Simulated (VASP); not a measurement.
A run of VASP 6.6.1 is set up as follows.

Contents of INCAR:

```
PREC = Accurate
ENCUT = 520
EDIFF = 1E-7
ISMEAR = 0
SIGMA = 0.15
LREAL = False
LASPH = True
NELM = 60
ALGO = Fast
ISIF = 2
LWAVE = False
LCHARG = False
GGA = PS
NBANDS = 14
```

KPOINTS

```
Automatic mesh
0
Gamma
  20 20 20
```

Contents of POSCAR:

```
AlCu
1.0
    2.8377635623      0.0000000000      0.0000000000
    0.0000000000      2.8377635623      0.0000000000
    0.0000000000      0.0000000000      2.8377635623
Al Cu
1 1
Direct
    0.0000000000      0.0000000000      0.0000000000
    0.5000000000      0.5000000000      0.5000000000
```

Potentials or basis: VASP PAW PBE potentials, release 64 (Al, Cu).

Command:

```bash
$ cat potpaw_PBE.64/Al/POTCAR potpaw_PBE.64/Cu/POTCAR > POTCAR
$ mpirun -np 1 vasp_std > vasp.out
```

Task: Predict the band gap on the k mesh.

Result: Zero (band 7 reaches 15.42 eV, above the bottom of band 8 at 10.27 eV).

Task: Predict the pressure.

Result: 21.3 GPa.

Caveat: the cell differs from its parent crystal (strain -0.040 along x and y, -0.040 along z); the PAW data sets were made with another functional, which shifts forces and pressure a little.
